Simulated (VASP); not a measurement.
Cu: single point with PBE

Crystal: Cu.

```xyz
1
Lattice="0.0000 1.8134 1.8134 1.8134 0.0000 1.8134 1.8134 1.8134 0.0000" Properties=species:S:1:pos:R:3 pbc="T T T"
Cu    0.0000    0.0000    0.0000
```

```json
{"Program": "VASP 6.6.1", "Task": "single point", "Functional": "PBE", "Potentials or basis": "VASP PAW PBE potentials, release 64 (Cu)", "Cutoff": "600 eV", "k mesh": "10 × 10 × 10", "Occupations": "gaussian, width 0.1 eV", "Spin": "no spin polarisation"}
```

* Pressure: 1.2 GPa

Levels at points of the mesh, in eV from the Fermi level:
| k point | band 4 | band 5 | band 6 | band 7 | band 8 | band 9 |
| --- | --- | --- | --- | --- | --- | --- |
| (0.00, 0.00, 0.00) | -2.89 | -2.08 | -2.08 | 22.63 | 25.19 | 25.19 |
| (0.50, 0.00, 0.00) | -1.52 | -1.52 | -0.86 | 3.82 | 21.12 | 22.03 |
| (0.50, 0.50, 0.00) | -1.38 | -1.38 | 1.61 | 7.15 | 13.12 | 13.12 |

Wall time 6.6 s on 1 thread of Intel(R) Xeon(R) Platinum 8488C (Sapphire Rapids), on a shared host, peak memory 0.12 GiB.
